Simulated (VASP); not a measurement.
# CdO (Fm-3m) in VASP: elastic constants with PBEsol

Aim: the elastic constants of CdO with PBEsol.

All numbers are computed with VASP 6.6.1; they aren't measurements. Logs are shortened: lines on timing, memory, paths and dates and some standing lists are left out, and cuts for length are marked.

## (1) The cell of the first run

The structure is cubic, space group Fm-3m (No. 225). Conventional cell: a = 4.691 Å, b = 4.691 Å, c = 4.691 Å, α = 90.00°, β = 90.00°, γ = 90.00°. Within 3.1 Å of Cd (site symmetry m-3m) lie 6 O at 2.35 Å. Within 3.1 Å of O (site symmetry m-3m) lie 6 Cd at 2.35 Å.

## (2) Elastic constants, PBEsol

INCAR reads:

```
SYSTEM = CdO
  PREC = Accurate
  ENCUT = 600
  EDIFF = 1E-8
  ISMEAR = -1
  SIGMA = 0.15
  LREAL = .FALSE.
  LASPH = .TRUE.
  NELM = 120
  ALGO = Normal
  ISIF = 3
  LWAVE = .FALSE.
  LCHARG = .FALSE.
  GGA = PS
  IBRION = 6
  NFREE = 2
  POTIM = 0.015
  NSW = 1
  GGA_COMPAT = .FALSE.
```

KPOINTS reads:

```
Automatic mesh
0
G
  16 16 16
  0 0 0
```

POSCAR reads:

```
CdO
1.0
    0.0000000000      2.3455408761      2.3455408761
    2.3455408761      0.0000000000      2.3455408761
    2.3455408761      2.3455408761      0.0000000000
Cd O
1 1
Direct
    0.0000000000      0.0000000000      0.0000000000
    0.5000000000      0.5000000000      0.5000000000
```

Potentials or basis: VASP PAW PBE potentials, release 64 (Cd, O).

Launch:

```
cat potpaw_PBE.64/Cd/POTCAR potpaw_PBE.64/O/POTCAR > POTCAR
mpirun -np 1 vasp_std > vasp.out
```

OUTCAR:

```text
SYSTEM = CdO
   PREC = Accurate
   ENCUT = 600
   EDIFF = 1E-8
   ISMEAR = -1
   LREAL = .FALSE.
   LASPH = .TRUE.
   NELM = 120
   ISIF = 3
   GGA = PS
   IBRION = 6
   NFREE = 2
   POTIM = 0.015
   NSW = 1

 ion  position               nearest neighbor table
   1  0.000  0.000  0.000-   2 2.35   2 2.35   2 2.35   2 2.35   2 2.35   2 2.35
   2  0.500  0.500  0.500-   1 2.35   1 2.35   1 2.35   1 2.35   1 2.35   1 2.35

  LATTYP: Found a face centered cubic cell.
 ALAT       =     4.6910817522

  Lattice vectors:

 A1 = (   0.0000000000,   2.3455408761,   2.3455408761)
 A2 = (   2.3455408761,   0.0000000000,   2.3455408761)
 A3 = (   2.3455408761,   2.3455408761,   0.0000000000)

Analysis of symmetry for initial positions (statically):
=====================================================================
 Subroutine PRICEL returns:
 Original cell was already a primitive cell.

 Routine SETGRP: Setting up the symmetry group for a
 face centered cubic supercell.

 Subroutine GETGRP returns: Found 48 space group operations
 (whereof 48 operations were pure point group operations)
 out of a pool of 48 trial point group operations.

The static configuration has the point symmetry O_h .

Analysis of symmetry for dynamics (positions and initial velocities):
=====================================================================
 Subroutine PRICEL returns:
 Original cell was already a primitive cell.

 Routine SETGRP: Setting up the symmetry group for a
 face centered cubic supercell.

 Subroutine GETGRP returns: Found 48 space group operations
 (whereof 48 operations were pure point group operations)
 out of a pool of 48 trial point group operations.

The dynamic configuration has the point symmetry O_h .

 Subroutine INISYM returns: Found 48 space group operations
 (whereof 48 operations are pure point group operations),
 and found     1 'primitive' translations

[... 720 lines left out ...]
     10       2.5145      0.53506
     11      15.5574      0.00000
     12      17.1051      0.00000
     13      18.7066      0.00000

 [... further k-points ...]

------------------------ aborting loop because EDIFF is reached ----------------------------------------

  FORCE on cell =-STRESS in cart. coord.  units (eV):
  Direction    XX          YY          ZZ          XY          YZ          ZX
  --------------------------------------------------------------------------------------
  -------------------------------------------------------------------------------------
  Total        0.2300394      0.2218837      0.2218837      0.0000000      0.0000000      0.0000000
  in kB       14.2808425     13.7745375     13.7745375      0.0000000      0.0000000      0.0000000
  external PRESSURE =      13.9433058 kB  Pullay stress =       0.0000000 kB
[... 17 lines left out ...]
  FREE ENERGIE OF THE ION-ELECTRON SYSTEM (eV)
  ---------------------------------------------------
  free  energy   TOTEN  =        -8.5079576829 eV

  energy  without entropy=       -8.4996750997  energy(sigma->0) =       -8.50381639

 INTERNAL STRAIN TENSORS FROM STRAINED CELLS
 ============================================

 INTERNAL STRAIN TENSOR FOR ION    1 for displacements in x,y,z  (eV/Angst):
          X           Y           Z          XY          YZ          ZX
  --------------------------------------------------------------------------------
  x     0.00000     0.00000    -0.00000     0.00000     0.00000    -0.00000
  y    -0.00000    -0.00000    -0.00000     0.00000     0.00000    -0.00000
  z     0.00000     0.00000     0.00000     0.00000     0.00000     0.00000

 INTERNAL STRAIN TENSORS FROM DISPLACED ATOMS
 ============================================

 INTERNAL STRAIN TENSOR FOR ION    1 for displacements in x,y,z  (eV/Angst):
          X           Y           Z          XY          YZ          ZX
  --------------------------------------------------------------------------------
  x     0.00000     0.00000     0.00000     0.00000     0.00000     0.00000
  y     0.00000     0.00000     0.00000     0.00000     0.00000     0.00000
  z     0.00000     0.00000     0.00000     0.00000     0.00000     0.00000

 INTERNAL STRAIN TENSOR FOR ION    2 for displacements in x,y,z  (eV/Angst):
          X           Y           Z          XY          YZ          ZX
  --------------------------------------------------------------------------------
  x     0.00000     0.00000     0.00000     0.00000     0.00000     0.00000
  y     0.00000     0.00000     0.00000     0.00000     0.00000     0.00000
  z     0.00000     0.00000     0.00000     0.00000     0.00000     0.00000

 Eigenvectors and eigenvalues of the dynamical matrix
 ----------------------------------------------------

   1 f  =    8.048907 THz    50.572774 2PiTHz  268.482635 cm-1    33.287589 meV
             X         Y         Z           dx          dy          dz
      0.000000  0.000000  0.000000     0.353581   -0.000000    0.000000
      2.345541  2.345541  2.345541    -0.935404   -0.000000   -0.000000
[... 21 lines left out ...]
   6 f/i=    0.005113 THz     0.032124 2PiTHz    0.170539 cm-1     0.021144 meV
             X         Y         Z           dx          dy          dz
      0.000000  0.000000  0.000000     0.171419   -0.394347   -0.830714
      2.345541  2.345541  2.345541     0.064796   -0.149063   -0.314009

--------------------------------------------------------------------------------------------------------

 ELASTIC MODULI CONTR FROM IONIC RELAXATION (kBar)
 Direction    XX          YY          ZZ          XY          YZ          ZX
 --------------------------------------------------------------------------------
 XX           0.0000      0.0000      0.0000      0.0000      0.0000      0.0000
 YY           0.0000      0.0000      0.0000      0.0000      0.0000      0.0000
 ZZ           0.0000      0.0000      0.0000      0.0000      0.0000      0.0000
 XY           0.0000      0.0000      0.0000      0.0000      0.0000      0.0000
 YZ           0.0000      0.0000      0.0000      0.0000      0.0000      0.0000
 ZX           0.0000      0.0000      0.0000      0.0000      0.0000      0.0000
 --------------------------------------------------------------------------------

 TOTAL ELASTIC MODULI (kBar)
 Direction    XX          YY          ZZ          XY          YZ          ZX
 --------------------------------------------------------------------------------
 XX        2276.1741   1118.1781   1118.1781      0.0000     -0.0000     -0.0000
 YY        1118.1781   2276.1741   1118.1781     -0.0000      0.0000      0.0000
 ZZ        1118.1781   1118.1781   2276.1741      0.0000      0.0000      0.0000
 XY           0.0000     -0.0000      0.0000    457.2590      0.0000     -0.0000
 YZ          -0.0000      0.0000      0.0000      0.0000    457.2590      0.0000
 ZX          -0.0000      0.0000      0.0000     -0.0000      0.0000    457.2590
 --------------------------------------------------------------------------------
```

OSZICAR:

```text
N       E                     dE             d eps       ncg     rms          rms(c)
DAV:   1     0.129956894257E+03    0.12996E+03   -0.11519E+04  3914   0.159E+03
DAV:   2    -0.529003522094E+01   -0.13525E+03   -0.12574E+03  4205   0.354E+02
DAV:   3    -0.100564187847E+02   -0.47664E+01   -0.47497E+01  4175   0.737E+01
DAV:   4    -0.100724785674E+02   -0.16060E-01   -0.16059E-01  4135   0.424E+00
[... 196 lines left out ...]
DAV:   4    -0.850795616177E+01    0.35531E-04   -0.14666E-04  9364   0.123E-01    0.174E-02
DAV:   5    -0.850795821134E+01   -0.20496E-05   -0.18960E-05  9309   0.383E-02    0.108E-02
DAV:   6    -0.850795771389E+01    0.49745E-06   -0.87763E-07  9654   0.124E-02    0.209E-03
DAV:   7    -0.850795768543E+01    0.28454E-07   -0.46139E-07  9264   0.714E-03    0.759E-04
DAV:   8    -0.850795768290E+01    0.25354E-08   -0.19819E-08  8754   0.145E-03
  17 F= -.85079577E+01 E0= -.85038164E+01  d E =-.828258E-02
```

It took 22 min on 1 thread of Intel Xeon 6975P-C (Granite Rapids), shared host; peak memory 0.83 GiB.

What came out:

- Elastic constants C11, C12, C44: 228, 112, 46 GPa
- Voigt bulk modulus: 150 GPa
- Highest phonon frequency at Γ, LO-TO splitting left out: 268 cm⁻¹

Phonon frequencies in cm⁻¹ (negative: imaginary):
```tsv
q point	frequencies
(0.000, 0.000, 0.000)	0 0 0 268 268 268
```

Elastic tensor in Voigt notation (GPa, in the Cartesian axes of the cell as first typed):
```
228 112 112   0   0   0
112 228 112   0   0   0
112 112 228   0   0   0
  0   0   0  46   0   0
  0   0   0   0  46   0
  0   0   0   0   0  46
```

Clamped-ion elastic tensor (GPa):
```
228 112 112   0   0   0
112 228 112   0   0   0
112 112 228   0   0   0
  0   0   0  46   0   0
  0   0   0   0  46   0
  0   0   0   0   0  46
```

Caveat: the cell is under stress, which shifts elastic constants; the PAW data sets were made with another functional, which shifts forces and pressure a little.
